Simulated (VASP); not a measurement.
# CdTe (I-4m2) in VASP: notebook, part 2 of 2

VASP 6.6.1. Earlier steps stand in the parts before.

### Step 5. Single point, PBE (strain -0.015 along x and y, +0.030 along z)

Contents of INCAR:

```
SYSTEM = CdTe
ALGO = Normal
EDIFF = 1E-6
ENCUT = 520
GGA = PE
ISIF = 2
ISMEAR = 0
LASPH = .True.
LCHARG = .True.
LELF = .True.
LREAL = .False.
LVHAR = .True.
LWAVE = .False.
NBANDS = 16
NELM = 100
PREC = Accurate
SIGMA = 0.05
```

Contents of KPOINTS:

```
k-points
0
Gamma
  10 10 10
  0 0 0
```

Contents of POSCAR:

```
CdTe
1.0
    0.0000000000      3.2590563829      3.4079472836
    3.2590563829      0.0000000000      3.4079472836
    3.2590563829      3.2590563829      0.0000000000
Cd Te
1 1
Direct
    0.0000000000      0.0000000000      0.0000000000
    0.7500000000      0.7500000000      0.7500000000
```

Potentials or basis: VASP PAW PBE potentials, release 64 (Cd, Te).

Command:

```console
> cat potpaw_PBE.64/Cd/POTCAR potpaw_PBE.64/Te/POTCAR > POTCAR
> mpirun -np 1 vasp_std > vasp.out
```

OUTCAR:

```text
SYSTEM = CdTe
   EDIFF = 1E-6
   ENCUT = 520
   GGA = PE
   ISIF = 2
   ISMEAR = 0
   LASPH = .True.
   LREAL = .False.
   NELM = 100
   PREC = Accurate

 ion  position               nearest neighbor table
   1  0.000  0.000  0.000-   2 2.87   2 2.87   2 2.87   2 2.87
   2  0.750  0.750  0.750-   1 2.87   1 2.87   1 2.87   1 2.87

  LATTYP: Found a body centered tetragonal cell.
 ALAT       =     4.6090017372
 C/A-ratio  =     1.4788223038

  Lattice vectors:

 A1 = (  -3.2590563829,   0.0000000000,   3.4079472836)
 A2 = (   3.2590563829,   0.0000000000,   3.4079472836)
 A3 = (   0.0000000000,   3.2590563829,  -3.4079472836)

Analysis of symmetry for initial positions (statically):
=====================================================================
 Subroutine PRICEL returns:
 Original cell was already a primitive cell.

 Routine SETGRP: Setting up the symmetry group for a
 body centered tetragonal supercell.

 Subroutine GETGRP returns: Found  8 space group operations
 (whereof  8 operations were pure point group operations)
 out of a pool of 16 trial point group operations.

The static configuration has the point symmetry D_2d.

Analysis of symmetry for dynamics (positions and initial velocities):
[... 161 lines left out ...]
 val. band max:        1.8529723363   @ k =   0.0000   0.0000   0.0000
 cond. band min:       2.3824201282   @ k =   0.0000   0.0000   0.0000
 fundamental gap:      0.5294477919
 Fermi energy:         2.0782448255

 k-point     1 :       0.0000    0.0000    0.0000
  band No.  band energies     occupation
      1      -9.0316      2.00000
      2      -6.2930      2.00000
      3      -6.2818      2.00000
      4      -6.2818      2.00000
      5      -6.0707      2.00000
      6      -6.0676      2.00000
[... 433 lines left out ...]
      3      -6.1821      2.00000
      4      -6.1200      2.00000
      5      -6.0525      2.00000
      6      -5.8640      2.00000
[... 8 lines left out ...]
     15      12.2853      0.00000
     16      13.0896      0.00000

 [... further k-points ...]

------------------------ aborting loop because EDIFF is reached ----------------------------------------

  FORCE on cell =-STRESS in cart. coord.  units (eV):
  Direction    XX          YY          ZZ          XY          YZ          ZX
  --------------------------------------------------------------------------------------
  -------------------------------------------------------------------------------------
  Total        0.1759375      0.1759375     -0.1822166      0.0000000     -0.0000000     -0.0000000
  in kB        3.8936991      3.8936991     -4.0326628      0.0000000     -0.0000000     -0.0000000
  external PRESSURE =       1.2515785 kB  Pullay stress =       0.0000000 kB

 VOLUME and BASIS-vectors are now :
 -----------------------------------------------------------------------------
  energy-cutoff  :      520.00
  volume of cell :       72.39
      direct lattice vectors                 reciprocal lattice vectors
     0.000000000  3.259056383  3.407947284    -0.153418641  0.153418641  0.146715884
     3.259056383  0.000000000  3.407947284     0.153418641 -0.153418641  0.146715884
     3.259056383  3.259056383  0.000000000     0.153418641  0.153418641 -0.146715884

 POSITION                                       TOTAL-FORCE (eV/Angst)
 -----------------------------------------------------------------------------------
      0.00000      0.00000      0.00000         0.000000      0.000000      0.000000
      4.88858      4.88858      5.11192         0.000000      0.000000     -0.000000
 -----------------------------------------------------------------------------------
    total drift:                                0.000001      0.000001      0.000000

  FREE ENERGIE OF THE ION-ELECTRON SYSTEM (eV)
  ---------------------------------------------------
  free  energy   TOTEN  =        -4.8075545039 eV

  energy  without entropy=       -4.8075545039  energy(sigma->0) =       -4.80755450
```

Run time: 40 s. Hardware: 1 thread of Intel Xeon 6975P-C (Granite Rapids), shared host; peak memory 0.28 GiB.

Results:

```yaml
Free_energy: -4.8076 eV
Pressure: 0.1 GPa
Band_gap_on_the_k_mesh: 0.53 eV
```

Stress tensor (GPa, compression positive):
```
 0.39  0.00  0.00
 0.00  0.39  0.00
 0.00  0.00 -0.40
```

Caveat: the cell differs from its parent crystal (strain -0.015 along x and y, +0.030 along z); spin-orbit coupling is left out, which moves the levels of the heavy elements.

### Step 6. Single point, PBE (strain +0.000 along x and y, +0.015 along z)

Contents of INCAR:

```
SYSTEM = CdTe
  PREC = Accurate
  ENCUT = 520
  EDIFF = 1E-6
  ISMEAR = 0
  SIGMA = 0.05
  LREAL = .FALSE.
  LASPH = .TRUE.
  NELM = 60
  ALGO = Normal
  ISIF = 2
  LWAVE = .FALSE.
  LCHARG = .FALSE.
  GGA = PE
  NBANDS = 16
```

Contents of KPOINTS:

```
regular mesh
0
G
  10 10 10
  0 0 0
```

Contents of POSCAR:

```
CdTe
1.0
    0.0000000000      3.3086866831      3.3583169833
    3.3086866831      0.0000000000      3.3583169833
    3.3086866831      3.3086866831      0.0000000000
Cd Te
1 1
Direct
    0.0000000000      0.0000000000      0.0000000000
    0.7500000000      0.7500000000      0.7500000000
```

Potentials or basis: VASP PAW PBE potentials, release 64 (Cd, Te).

Command:

```console
> cat potpaw_PBE.64/Cd/POTCAR potpaw_PBE.64/Te/POTCAR > POTCAR
> mpirun -np 1 vasp_std > vasp.out
```

Wall time 41 s (1 thread of Intel Xeon 6975P-C (Granite Rapids), shared host); peak memory 0.28 GiB.

It converged, with:

- Free energy: -4.8112 eV
- Pressure: -0.4 GPa
- Band gap on the k mesh: 0.52 eV

Stress tensor (GPa, compression positive):
```
-0.30  0.00  0.00
 0.00 -0.30  0.00
 0.00  0.00 -0.56
```

Levels at points of the mesh, in eV from the valence-band top:
```csv
k point,band 6,band 7,band 8,band 9,band 10,band 11,band 12,band 13
"(0.00, 0.00, 0.00)",-7.86,-0.05,0.00,0.00,0.52,4.63,4.63,4.64
"(0.50, 0.00, 0.00)",-7.56,-4.02,-0.72,-0.65,1.72,5.16,5.24,6.97
"(0.50, 0.50, 0.00)",-7.46,-4.01,-1.59,-1.59,2.72,2.79,8.36,8.72
"(0.50, 0.00, 0.50)",-7.44,-3.94,-1.66,-1.64,2.62,2.74,8.45,8.67
```

Caveat: the cell differs from its parent crystal (strain +0.000 along x and y, +0.015 along z); spin-orbit coupling is left out, which moves the levels of the heavy elements.

### Step 7. Overview

```csv
cell,gap on the mesh (eV),pressure (GPa)
"a = 4.644, b = 4.644, c = 4.609 Å, angles 60.3, 60.3, 59.5°, 2 atoms",0.66,1.3
"a = 4.644, b = 4.644, c = 4.679 Å, angles 59.8, 59.8, 60.5°, 2 atoms",0.60,0.7
"a = 4.680, b = 4.680, c = 4.609 Å, angles 60.5, 60.5, 59.0°, 2 atoms",0.59,0.7
"a = 4.715, b = 4.715, c = 4.609 Å, angles 60.7, 60.7, 58.5°, 2 atoms",0.53,0.1
"a = 4.714, b = 4.714, c = 4.679 Å, angles 60.2, 60.2, 59.5°, 2 atoms",0.52,-0.4
```

Alike in all rows: task single point; level PBE; potentials or basis VASP PAW PBE potentials, release 64 (Cd, Te); no spin polarisation; k mesh 10 × 10 × 10; cutoff (eV) 520; smearing gaussian 0.05 eV.

Caveats: spin-orbit coupling is left out, which moves the levels of the heavy elements.

Absolute energies hang on the potentials; compare differences alone.
